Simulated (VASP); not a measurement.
# Si (a cell with a defect) in VASP: further runs

Si (a cell with a defect) is run at these levels: PBEsol; tasks: single point.

Program: VASP 6.6.1. These are calculated values, not measurements. Logs are shortened: lines on timing, memory, paths and dates and some standing lists are left out, and cuts for length are marked.

### Step 1. The cell of the first run

The cell holds a defect, 31 atoms: a = 9.412 Å, b = 9.412 Å, c = 9.412 Å, α = 109.47°, β = 109.47°, γ = 109.47°.

### Step 2. Single point, PBEsol (atoms taken out, then relaxed in part)

INCAR reads:

```
PREC = Accurate
ENCUT = 520
EDIFF = 1E-6
ISMEAR = 0
SIGMA = 0.02
LREAL = Auto
LASPH = True
NELM = 60
ALGO = Normal
ISIF = 2
LWAVE = False
LCHARG = False
GGA = PS
NBANDS = 83
NELECT = 126.0
```

KPOINTS reads:

```
Automatic mesh
0
Gamma
  2 2 2
  0.5 0.5 0.5
```

POSCAR reads:

```
Si
1.0
   -5.4338342764      5.4338342764     -5.4338342764
    5.4338342764     -5.4338342764     -5.4338342764
   -5.4338342764     -5.4338342764      5.4338342764
Si
31
Direct
    0.5000000000      0.0000000000      0.2146947387
    0.2523658183      1.0000000000      0.4995549484
    0.9995549484      1.0000000000      0.7523658183
    0.7476341817      0.7471891302      0.2476341817
    0.7146947387      1.0000000000      1.0000000000
    0.5000000000      0.7523658183      0.4995549484
    0.2853052613      0.7853052613      0.7853052613
    0.0004450516      0.5004450516      0.2528108698
    0.9995549484      0.7523658183      1.0000000000
    0.7528108698      0.5004450516      0.5004450516
    0.5000000000      0.4995549484      0.7523658183
    0.2471891302      0.2476341817      0.2476341817
    0.2523658183      0.4995549484      0.0000000000
    1.0004450516      0.2528108698      0.5004450516
    0.7476341817      0.2476341817      0.7471891302
    0.5000000000      0.2146947387      0.0000000000
    0.7416130868      0.2416130868      0.4900775139
    0.5000000000      0.2484644271      0.7583869132
    0.2583869132      0.2484644271      0.0000000000
    0.0000000000      0.0000000000      0.5000000000
   -0.0099224861      0.2416130868      0.2416130868
    0.7484644271      0.0000000000      0.7583869132
    0.2515355729      0.7515355729      0.5099224861
    0.2583869132      0.0000000000      0.2484644271
    0.0099224861      0.7515355729      0.7515355729
    0.7484644271      0.7583869132      0.0000000000
    0.5000000000      0.5000000000      0.5000000000
    0.5000000000      0.7583869132      0.2484644271
    0.2515355729      0.5099224861      0.7515355729
    0.0000000000      0.5000000000      0.0000000000
    0.7416130868      0.4900775139      0.2416130868
```

Potentials or basis: VASP PAW PBE potentials, release 64 (Si).

Run with:

```bash
$ cat potpaw_PBE.64/Si/POTCAR > POTCAR
$ mpirun -np 1 vasp_std > vasp.out
```

OUTCAR:

```text
PREC = Accurate
   ENCUT = 520
   EDIFF = 1E-6
   ISMEAR = 0
   LREAL = Auto
   LASPH = True
   NELM = 60
   ISIF = 2
   GGA = PS
   NELECT = 126.0

 ion  position               nearest neighbor table
   1  0.500  0.000  0.215-  17 2.40  24 2.40  28 2.40
   2  0.252  0.000  0.500-  18 2.37  23 2.37  20 2.38  24 2.38
   3  1.000  0.000  0.752-  19 2.37  25 2.37  20 2.38  22 2.38
   4  0.748  0.747  0.248-  28 2.37  26 2.37  20 2.38  31 2.38
   5  0.715  0.000  0.000-  21 2.40  22 2.40  26 2.40
   6  0.500  0.752  0.500-  23 2.37  22 2.37  27 2.38  28 2.38
   7  0.285  0.785  0.785-  25 2.40  23 2.40  29 2.40
   8  0.000  0.500  0.253-  21 2.37  31 2.37  30 2.38  23 2.38
   9  1.000  0.752  0.000-  24 2.37  25 2.37  30 2.38  26 2.38
  10  0.753  0.500  0.500-  17 2.37  31 2.37  27 2.38  25 2.38
  11  0.500  0.500  0.752-  29 2.37  26 2.37  27 2.38  18 2.38
  12  0.247  0.248  0.248-  19 2.37  24 2.37  27 2.38  21 2.38
  13  0.252  0.500  0.000-  28 2.37  29 2.37  30 2.38  19 2.38
  14  0.000  0.253  0.500-  17 2.37  21 2.37  20 2.38  29 2.38
  15  0.748  0.248  0.747-  18 2.37  22 2.37  30 2.38  17 2.38
  16  0.500  0.215  0.000-  18 2.40  19 2.40  31 2.40
  17  0.742  0.242  0.490-  10 2.37  14 2.37  15 2.38   1 2.40
  18  0.500  0.248  0.758-  15 2.37   2 2.37  11 2.38  16 2.40
  19  0.258  0.248  0.000-  12 2.37   3 2.37  13 2.38  16 2.40
  20  0.000  0.000  0.500-  14 2.38   4 2.38   2 2.38   3 2.38
  21  0.990  0.242  0.242-   8 2.37  14 2.37  12 2.38   5 2.40
  22  0.748  0.000  0.758-  15 2.37   6 2.37   3 2.38   5 2.40
  23  0.252  0.752  0.510-   6 2.37   2 2.37   8 2.38   7 2.40
  24  0.258  0.000  0.248-  12 2.37   9 2.37   2 2.38   1 2.40
  25  0.010  0.752  0.752-   3 2.37   9 2.37  10 2.38   7 2.40
  26  0.748  0.758  0.000-   4 2.37  11 2.37   9 2.38   5 2.40
  27  0.500  0.500  0.500-  10 2.38  12 2.38  11 2.38   6 2.38
  28  0.500  0.758  0.248-   4 2.37  13 2.37   6 2.38   1 2.40
  29  0.252  0.510  0.752-  11 2.37  13 2.37  14 2.38   7 2.40
  30  0.000  0.500  0.000-   8 2.38  15 2.38  13 2.38   9 2.38
  31  0.742  0.490  0.242-   8 2.37  10 2.37   4 2.38  16 2.40

  LATTYP: Found a body centered cubic cell.
 ALAT       =    10.8676685528

  Lattice vectors:

 A1 = (  -5.4338342764,   5.4338342764,  -5.4338342764)
 A2 = (   5.4338342764,  -5.4338342764,  -5.4338342764)
 A3 = (  -5.4338342764,  -5.4338342764,   5.4338342764)

Analysis of symmetry for initial positions (statically):
=====================================================================
 Subroutine PRICEL returns:
 Original cell was already a primitive cell.

 Routine SETGRP: Setting up the symmetry group for a
 body centered cubic supercell.

 Subroutine GETGRP returns: Found 24 space group operations
 (whereof  6 operations were pure point group operations)
 out of a pool of 48 trial point group operations.

The static configuration has the point symmetry C_3v.
 The point group associated with its full space group is T_d .

Analysis of symmetry for dynamics (positions and initial velocities):
=====================================================================
 Subroutine PRICEL returns:
 Original cell was already a primitive cell.

 Routine SETGRP: Setting up the symmetry group for a
 body centered cubic supercell.

 Subroutine GETGRP returns: Found 24 space group operations
 (whereof  6 operations were pure point group operations)
 out of a pool of 48 trial point group operations.

The dynamic configuration has the point symmetry C_3v.
 The point group associated with its full space group is T_d .

 Subroutine INISYM returns: Found 24 space group operations
 (whereof  6 operations are pure point group operations),
 and found     1 'primitive' translations

----------------------------------------------------------------------------------------

                                     Primitive cell

  volume of cell :     641.7696

  direct lattice vectors                    reciprocal lattice vectors
    -5.433834276  5.433834276 -5.433834276    -0.092016056  0.000000000 -0.092016056
     5.433834276 -5.433834276 -5.433834276     0.000000000 -0.092016056 -0.092016056
    -5.433834276 -5.433834276  5.433834276    -0.092016056 -0.092016056  0.000000000

  length of vectors
     9.411677047  9.411677047  9.411677047     0.130130355  0.130130355  0.130130355

  position of ions in fractional coordinates (direct lattice)
     0.500000000  0.000000000  0.214694739
     0.252365818  0.000000000  0.499554948
     0.999554948  0.000000000  0.752365818
     0.747634182  0.747189130  0.247634182
     0.714694739  0.000000000  0.000000000
     0.500000000  0.752365818  0.499554948
[... 23 lines left out ...]
     0.000000000  0.500000000  0.000000000
     0.741613087  0.490077514  0.241613087

  ion indices of the primitive-cell ions
   primitive index   ion index
                 1           1
                 2           2
                 3           3
                 4           4
                 5           5
                 6           6
[... 23 lines left out ...]
                30          30
                31          31

----------------------------------------------------------------------------------------

 KPOINTS: Automatic mesh

Automatic generation of k-mesh.
 Grid dimensions read from file:
 generate k-points for:    2    2    2

 Generating k-lattice:

  Cartesian coordinates                     Fractional coordinates (reciprocal lattice)
    -0.046008028  0.000000000 -0.046008028     0.500000000  0.000000000  0.000000000
     0.000000000 -0.046008028 -0.046008028     0.000000000  0.500000000  0.000000000
    -0.046008028 -0.046008028  0.000000000     0.000000000  0.000000000  0.500000000

  Length of vectors
     0.065065177  0.065065177  0.065065177

  Shift w.r.t. Gamma in fractional coordinates (k-lattice)
     0.500000000  0.500000000  0.500000000

 Subroutine IBZKPT returns following result:
 ===========================================

 Found      2 irreducible k-points:

 Following reciprocal coordinates:
            Coordinates               Weight
  0.250000  0.250000  0.250000      2.000000
 -0.250000  0.250000  0.250000      6.000000
   k-points           NKPTS =      2   k-points in BZ     NKDIM =      2   number of bands    NBANDS=     83
   number of dos      NEDOS =    301   number of ions     NIONS =     31
   total plane-waves  NPLWV = 343000
   dimension x,y,z NGX =    70 NGY =   70 NGZ =   70
   dimension x,y,z NGXF=   140 NGYF=  140 NGZF=  140
   ions per type =              31
   NGX,Y,Z   is equivalent  to a cutoff of  12.36, 12.36, 12.36 a.u.
   NGXF,Y,Z  is equivalent  to a cutoff of  24.73, 24.73, 24.73 a.u.
 SYSTEM =  unknown system
   PREC   = accura    normal or accurate (medium, high low for compatibility)
   ISTART =      0    job   : 0-new  1-cont  2-samecut
   ICHARG =      2    charge: 1-file 2-atom 10-const
   ISPIN  =      1    spin polarized calculation?
   LNONCOLLINEAR =      F non collinear calculations
   LSORBIT =      F    spin-orbit coupling
   LASPH  =      T    aspherical Exc in radial PAW
   ENCUT  =  520.0 eV  38.22 Ry    6.18 a.u.  17.50 17.50 17.50*2*pi/ulx,y,z
   NELM   =     60;   NELMIN=  2; NELMDL= -5     # of ELM steps
   EDIFF  = 0.1E-05   stopping-criterion for ELM
   LREAL  =      T    real-space projection
   EDIFFG = 0.1E-04   stopping-criterion for IOM
   NSW    =      0    number of steps for IOM
   IBRION =     -1    ionic relax: 0-MD 1-quasi-New 2-CG
   NFREE  =      0    steps in history (QN), initial steepest desc. (CG)
   ISIF   =      2    stress and relaxation
   ISYM   =      2    0-nonsym 1-usesym 2-fastsym
   POTIM  = 0.5000    time-step for ionic-motion
   TEBEG  =    0.0;   TEEND  =   0.0 temperature during run
   PSTRESS=    0.0 pullay stress
   NELECT =     126.0000    total number of electrons
   NUPDOWN=      -1.0000    fix difference up-down
   EMIN   =  10.00;   EMAX   =-10.00  energy-range for DOS
   EFERMI =   0.00;   METHOD = LEGACY
   ISMEAR =     0;   SIGMA  =   0.02  broadening in eV -4-tet -1-fermi 0-gaus
   EFERMI_NEDOS =   21; number of points for ismear=-14 and -15
   IALGO  =     38    algorithm
   IMIX   =      4    mixing-type and parameters
     AMIX     =   0.40;   BMIX     =  1.00
     AMIX_MAG =   1.60;   BMIX_MAG =  1.00
  volume/ion in A,a.u.               =      20.70       139.71
  Fermi-wavevector in a.u.,A,eV,Ry     =   0.951492  1.798060 12.317867  0.905338
  Thomas-Fermi vector in A             =   2.079967
   LORBIT       =      0    0 simple, 1 ext, 2 COOP (PROOUT), +10 PAW based schemes
   GGA     = PS    functional components
   LHFCALC =     F    Hartree Fock is set to
   AEXX    =    0.0000 exact exchange contribution
   IVDW    =     0    specifies the selected vdW correction
   LEPSILON=     F    determine dielectric tensor
   LRPA    =     F    only Hartree local field effects (RPA)
 non-spin polarized calculation
 Gauss-broadening in eV      SIGMA  =   0.02
  energy-cutoff  :      520.00
  volume of cell :      641.77
 maximum number of plane-waves:     17304
 NGX is ok and might be reduce to    70
   NGX = 35   NGY = 35   NGZ = 35

 number of electron     125.9999998 magnetization

 Free energy of the ion-electron system (eV)
  ---------------------------------------------------
  ext. energy  EPLUGINS =         0.00000000
  ---------------------------------------------------
  free energy    TOTEN  =      -162.92658589 eV

  energy without entropy =     -162.91598561  energy(sigma->0) =     -162.92128575

 E-fermi :   5.6603     XC(G=0):  -9.5182

 val. band max:        5.6465769711   @ k =  -0.2500   0.2500   0.2500
 cond. band min:       5.8571148960   @ k =   0.2500   0.2500   0.2500
 fundamental gap:      0.2105379249
 Fermi energy:         5.6602583750

 k-point     1 :       0.2500    0.2500    0.2500
  band No.  band energies     occupation
      1      -5.6020      2.00000
      2      -5.6020      2.00000
      3      -5.6020      2.00000
      4      -5.3676      2.00000
      5      -3.7486      2.00000
      6      -3.7486      2.00000
[... 67 lines left out ...]
     74       7.0801      0.00000
     75       7.0801      0.00000

 k-point     2 :      -0.2500    0.2500    0.2500
  band No.  band energies     occupation
      1      -6.0776      2.00000
      2      -5.0959      2.00000
      3      -5.0454      2.00000
      4      -5.0454      2.00000
      5      -4.9113      2.00000
      6      -4.2065      2.00000
[... 67 lines left out ...]
     74       7.8540      0.00000
     75       7.9014      0.00000
 [bands above 75 left out]

------------------------ aborting loop because EDIFF is reached ----------------------------------------

  FORCE on cell =-STRESS in cart. coord.  units (eV):
  Direction    XX          YY          ZZ          XY          YZ          ZX
  --------------------------------------------------------------------------------------
  -------------------------------------------------------------------------------------
  Total        8.3394419      8.3394419      8.3394419      0.0000000     -0.0000000      0.0000000
  in kB       20.8194096     20.8194096     20.8194096      0.0000000     -0.0000000      0.0000000
  external PRESSURE =      20.8194096 kB  Pullay stress =       0.0000000 kB

 VOLUME and BASIS-vectors are now :
 -----------------------------------------------------------------------------
  energy-cutoff  :      520.00
  volume of cell :      641.77
      direct lattice vectors                 reciprocal lattice vectors
    -5.433834276  5.433834276 -5.433834276    -0.092016056  0.000000000 -0.092016056
     5.433834276 -5.433834276 -5.433834276     0.000000000 -0.092016056 -0.092016056
    -5.433834276 -5.433834276  5.433834276    -0.092016056 -0.092016056  0.000000000

 POSITION                                       TOTAL-FORCE (eV/Angst)
 -----------------------------------------------------------------------------------
     -3.88353      1.55030     -1.55030         0.005053      0.005053     -0.005053
     -4.08581     -1.34318      1.34318         0.003725     -0.001781      0.001781
     -9.51965      1.34318     -1.34318         0.003725      0.001781     -0.001781
     -1.34802     -1.34318     -6.77702        -0.003725     -0.001781     -0.001781
     -3.88353      3.88353     -3.88353         0.005053     -0.005053      0.005053
     -1.34318     -4.08581     -4.09065        -0.001781      0.003725      0.001781
[... 23 lines left out ...]
      2.71692     -2.71692     -2.71692         0.000000     -0.000000      0.000000
     -2.67969      0.05392     -5.37992        -0.003631     -0.000984     -0.000984
 -----------------------------------------------------------------------------------
    total drift:                                0.000000      0.000000     -0.000000

  FREE ENERGIE OF THE ION-ELECTRON SYSTEM (eV)
  ---------------------------------------------------
  free  energy   TOTEN  =      -162.9265858871 eV

  energy  without entropy=     -162.9159856094  energy(sigma->0) =     -162.92128575
```

It took 1.9 min on 1 thread of Intel Xeon Platinum 8488C (Sapphire Rapids), shared host; peak memory 0.65 GiB.

Results:

- Free energy: -162.9266 eV
- Largest force: 0.009 eV/Å

Forces in eV/Å, atoms in the order of the input:
```
Si   0.005  0.005 -0.005
Si   0.004 -0.002  0.002
Si   0.004  0.002 -0.002
Si  -0.004 -0.002 -0.002
Si   0.005 -0.005  0.005
Si  -0.002  0.004  0.002
Si  -0.005 -0.005 -0.005
Si   0.002  0.002 -0.004
Si  -0.002  0.002  0.004
Si   0.002 -0.004  0.002
Si   0.002  0.004 -0.002
Si  -0.002 -0.004 -0.002
Si   0.002 -0.002  0.004
Si  -0.004  0.002  0.002
Si  -0.002 -0.002 -0.004
Si  -0.005  0.005  0.005
Si  -0.001 -0.001 -0.004
Si   0.001  0.004 -0.001
Si   0.001 -0.001  0.004
Si   0.000  0.000  0.000
Si  -0.001 -0.004 -0.001
Si   0.004  0.001 -0.001
Si   0.001  0.001 -0.004
Si   0.004 -0.001  0.001
Si   0.001 -0.004  0.001
Si  -0.001  0.001  0.004
Si   0.000  0.000  0.000
Si  -0.001  0.004  0.001
Si  -0.004  0.001  0.001
Si   0.000  0.000  0.000
Si  -0.004 -0.001 -0.001
```

Caveat: the k points lie up to 0.41 Å⁻¹ apart; the cell carries a net charge on a neutralising background, which shifts energy and pressure; the cell differs from its parent crystal (atoms taken out, then relaxed in part); the cell is charged against a uniform background, so pressure and absolute levels hang on convention; the PAW data sets were made with another functional, which shifts forces and pressure a little.

### Step 3. Single point, PBEsol (atoms taken out, then relaxed in part)

INCAR reads:

```
SYSTEM = Si
ALGO = Normal
EDIFF = 1E-6
ENCUT = 520
GGA = PS
ISIF = 2
ISMEAR = 0
LASPH = .True.
LCHARG = .False.
LREAL = Auto
LWAVE = .False.
NBANDS = 83
NELECT = 126.0
NELM = 60
PREC = Accurate
SIGMA = 0.02
```

KPOINTS is that of step 2.

POSCAR reads:

```
Si
1.0
   -5.4338342764      5.4338342764     -5.4338342764
    5.4338342764     -5.4338342764     -5.4338342764
   -5.4338342764     -5.4338342764      5.4338342764
Si
31
Direct
    0.5000000000      0.0000000000      0.0353052141
    0.2515355497      1.0000000000      0.4916130766
    1.0000000000      1.0000000000      0.7500000000
    0.7416130766      0.7515355497      0.2500000000
    0.7416130766      1.0000000000      1.0015355497
    0.5000000000      0.7515355497      0.4916130766
    0.2583869234      0.7583869234      0.7599224731
    0.0000000000      0.5000000000      0.2500000000
    1.0099224731      0.7583869234      1.0083869234
    0.7484644503      0.4900775269      0.4984644503
    0.5000000000      0.5000000000      0.7500000000
    0.2515355497      0.2416130766      0.2500000000
    0.2583869234      0.5099224731      0.0083869234
    0.9900775269      0.2484644503      0.4984644503
    0.7484644503      0.2484644503      0.7400775269
    0.5000000000      0.2416130766      0.0015355497
    0.7146947859      0.2146947859      0.4646947859
    0.5000000000      0.2476341781      0.7504450334
    0.2523658219      0.2528108554      0.0023658219
    0.0004450334      0.0000000000      0.4976341781
    0.0004450334      0.2476341781      0.2500000000
    0.7476341781      0.0000000000      0.7504450334
    0.2523658219      0.7523658219      0.5028108554
    0.2853052141      0.0000000000      0.2500000000
   -0.0004450334      0.7471891446      0.7495549666
    0.7528108554      0.7523658219      0.0023658219
    0.5000000000      0.5004450334      0.4976341781
    0.5000000000      0.7853052141      0.2500000000
    0.2471891446      0.4995549666      0.7495549666
   -0.0004450334      0.4995549666     -0.0028108554
    0.7476341781      0.5004450334      0.2500000000
```

Potentials or basis: VASP PAW PBE potentials, release 64 (Si).

Run with:

```bash
$ cat potpaw_PBE.64/Si/POTCAR > POTCAR
$ mpirun -np 1 vasp_std > vasp.out
```

Run time: 2 min. Hardware: 1 thread of Intel Xeon Platinum 8488C (Sapphire Rapids), shared host; peak memory 0.65 GiB.

Results (log left out):

| Item | Value |
| --- | --- |
| Free energy | -162.9253 eV |
| Largest force | 0.007 eV/Å |

Forces in eV/Å, atoms in the order of the input:
```
Si  -0.004 -0.004  0.004
Si   0.000 -0.002  0.002
Si   0.000  0.000  0.000
Si  -0.002  0.002  0.000
Si   0.000  0.002 -0.002
Si  -0.002  0.000  0.002
Si   0.002  0.002  0.000
Si   0.000  0.000  0.000
Si   0.002  0.000  0.002
Si   0.000 -0.002 -0.002
Si   0.000  0.000  0.000
Si   0.002 -0.002  0.000
Si   0.000  0.002  0.002
Si  -0.002  0.000 -0.002
Si  -0.002 -0.002  0.000
Si   0.002  0.000 -0.002
Si   0.004  0.004  0.004
Si   0.001 -0.004 -0.001
Si   0.004  0.001  0.001
Si  -0.004 -0.001  0.001
Si   0.001 -0.001 -0.004
Si  -0.004  0.001 -0.001
Si   0.001  0.001  0.004
Si  -0.004  0.004 -0.004
Si   0.004 -0.001 -0.001
Si   0.001  0.004  0.001
Si  -0.001 -0.004  0.001
Si   0.004 -0.004 -0.004
Si  -0.001  0.004 -0.001
Si  -0.001 -0.001  0.004
Si  -0.001  0.001 -0.004
```

Levels at points of the mesh, in eV from the Fermi level:
```tsv
k point	band 60	band 61	band 62	band 63	band 64	band 65
(0.25, 0.25, 0.25)	-0.81	-0.81	0.20	0.20	0.20	1.17
```

Caveat: the k points lie up to 0.41 Å⁻¹ apart; the cell carries a net charge on a neutralising background, which shifts energy and pressure; the cell differs from its parent crystal (atoms taken out, then relaxed in part); the cell is charged against a uniform background, so pressure and absolute levels hang on convention; the PAW data sets were made with another functional, which shifts forces and pressure a little.
